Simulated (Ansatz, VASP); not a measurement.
## GeN in VASP and in Ansatz

```
CELL_PARAMETERS angstrom
1.52322 -5.10827 0.00000
1.52322 5.10827 0.00000
0.00000 0.00000 2.99546
ATOMIC_POSITIONS crystal
Ge 0.63678 0.36322 0.25000
Ge 0.36322 0.63678 0.75000
N 0.83657 0.16343 0.25000
N 0.16343 0.83657 0.75000
```

Alike in both runs: functional PBE; k mesh 6 × 6 × 6; occupations gaussian, width 0.1 eV; no spin polarisation.

Ansatz relaxed the structure, and its values are those at the end. VASP's run is a single point on that final structure, the one shown.

|  | VASP | Ansatz |
| --- | --- | --- |
| version | VASP 6.6.1 | Ansatz 0.2.0 |
| potentials or method | VASP PAW PBE potentials, release 64 (Ge_d, N), cutoff 520 eV | scalar-relativistic, plane waves, PAW |
| valence electrons in the cell | 38 | 38 |

|  | VASP | Ansatz | Ansatz less VASP |
| --- | --- | --- | --- |
| gap on the k mesh at the Fermi level (eV) | none | none | - |
| pressure (GPa) | 0.2 | 0.1 | -0.15 |
| rms of the force components (eV/Å) | 0.008 | 0.002 | -0.0066 |

A gap of «none» marks a metal or a gap that the smearing closes. With one functional, cell and mesh, what is left measures potentials, basis and numerics.
